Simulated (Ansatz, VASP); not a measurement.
## One calculation of AlN, two programs

Contents of POSCAR:

```
AlN
1.0
    0.0000000000      2.1839935596      2.1839935596
    2.1839935596      0.0000000000      2.1839935596
    2.1839935596      2.1839935596      0.0000000000
Al N
1 1
Direct
    0.0000000000      0.0000000000      0.0000000000
    0.2500000000      0.2500000000      0.2500000000
```

The input INCAR.step1:

```
PREC = Accurate
ENCUT = 520
EDIFF = 1E-5
ISMEAR = -1
SIGMA = 0.05
LREAL = False
LASPH = True
NELM = 60
ALGO = Normal
ISIF = 2
LWAVE = True
GGA = PE
NBANDS = 11
```

The input INCAR.step2:

```
PREC = Accurate
ENCUT = 520
EDIFF = 1E-6
ISMEAR = -1
SIGMA = 0.05
LREAL = False
LASPH = True
NELM = 60
ALGO = Normal
ISIF = 2
LWAVE = False
LCHARG = True
GGA = PS
LHFCALC = True
AEXX = 0.25
HFSCREEN = 0.207
PRECFOCK = Normal
LELF = True
LVHAR = True
ISTART = 1
NBANDS = 11
```

Contents of KPOINTS:

```
regular mesh
0
Gamma
  5 5 5
```

The input input.yaml:

```yaml
crystal:
  lattice:
    - [0.0, 2.1839935596, 2.1839935596]
    - [2.1839935596, 0.0, 2.1839935596]
    - [2.1839935596, 2.1839935596, 0.0]
  atoms:
    - { symbol: Al, position: [0.0, 0.0, 0.0] }
    - { symbol: "N", position: [0.25, 0.25, 0.25] }
hamiltonian:
  xc:
    exchange: hjs_pbesol
    correlation: pbesol
    exx: { coeff: 0.25, omega: 0.207 }
  pseudopotentials: { kind: paw }
kpoints:
  mp_grid: { grid: [5, 5, 5] }
  band_path:
    path:
      - [[0.0, 0.0, 0.0], [0.5, 0.0, 0.5], [0.5, 0.25, 0.75], [0.375, 0.375, 0.75], [0.0, 0.0, 0.0], [0.5, 0.5, 0.5], [0.625, 0.25, 0.625], [0.5, 0.25, 0.75], [0.5, 0.5, 0.5], [0.375, 0.375, 0.75]]
      - [[0.625, 0.25, 0.625], [0.5, 0.0, 0.5]]
    npoints: 4
scf:
  occupations: { method: fermi_dirac, width: 0.05 }
  n_extra_bands: 6
output:
  forces: true
  stress: true
  eigenvalues: true
  fatbands: false
```

Alike in both runs: functional PBEsol-based screened hybrid; k mesh 5 × 5 × 5; occupations fermi-dirac, width 0.05 eV; no spin polarisation.

|  | VASP | Ansatz |
| --- | --- | --- |
| version | VASP 6.6.1 | Ansatz 0.2.0 |
| potentials or method | VASP PAW PBE potentials, release 64 (Al, N) | Ansatz PAW |
| plane-wave cutoff (eV) | 520 | 420 |
| valence electrons in the cell | 8 | 8 |
| task | single point | band structure |

|  | VASP | Ansatz | Ansatz less VASP |
| --- | --- | --- | --- |
| gap on the k mesh at the Fermi level (eV) | 5.09 | 5.09 | +0.003 |
| pressure (GPa) | -2.7 | -2.8 | -0.14 |

VASP's potentials were made for PBE, not for PBEsol-based screened hybrid.

The k mesh is coarse, so the values compare programs but aren't converged.
